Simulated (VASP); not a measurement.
## Te: single point with PBE

Crystal: Te.

```
Te
1.0
     5.53311    0.00000    0.00000
    -2.76656    4.79182    0.00000
     0.00000    0.00000    3.06297
Te
2
Cartesian
  0.0000 3.1945 0.0000
  2.7666 1.5973 0.0000
```

This isn't the form of Te at room conditions, which is trigonal, of chains.

```yaml
Program: VASP 6.6.1
Task: single point
Functional: PBE
Potentials_or_basis: VASP PAW PBE potentials, release 64 (Te)
Cutoff: 500 eV
k_mesh: 12 × 12 × 10
Occupations: gaussian, width 0.1 eV
Spin: no spin polarisation
Dipole_correction: no
Further_INCAR_settings: ALGO = Normal; EDIFF = 1e-06; NBANDS = 13
```

```
Pressure               : 0.0 GPa
Band gap on the k mesh : zero (bands 6 and 7 overlap by 2.45 eV)
```

Levels at points of the mesh, in eV from the Fermi level:
```
           k point  band 2  band 3  band 4  band 5  band 6  band 7  band 8  band 9  band 10  band 11
(0.00, 0.00, 0.00)  -10.74   -4.36   -4.36   -1.11   -1.11    2.51    3.68    4.51     7.48     8.91
(0.50, 0.00, 0.00)  -11.85   -4.83   -3.66   -0.73    0.48    3.08    3.72    4.09     5.79     8.03
(0.00, 0.00, 0.50)   -8.37   -5.85   -3.69   -2.52   -2.52    0.89    0.89    4.20     4.20     6.56
(0.50, 0.00, 0.50)   -9.58   -5.24   -4.56   -2.95   -1.61    1.17    2.28    3.58     3.92     7.01
```

Wall time 60 s on 1 thread of Intel(R) Xeon(R) Platinum 8375C CPU @ 2.90GHz (Ice Lake), with other jobs on the host, peak memory 0.24 GiB.

Caveat: spin-orbit coupling is left out, which moves the levels of the heavy elements.
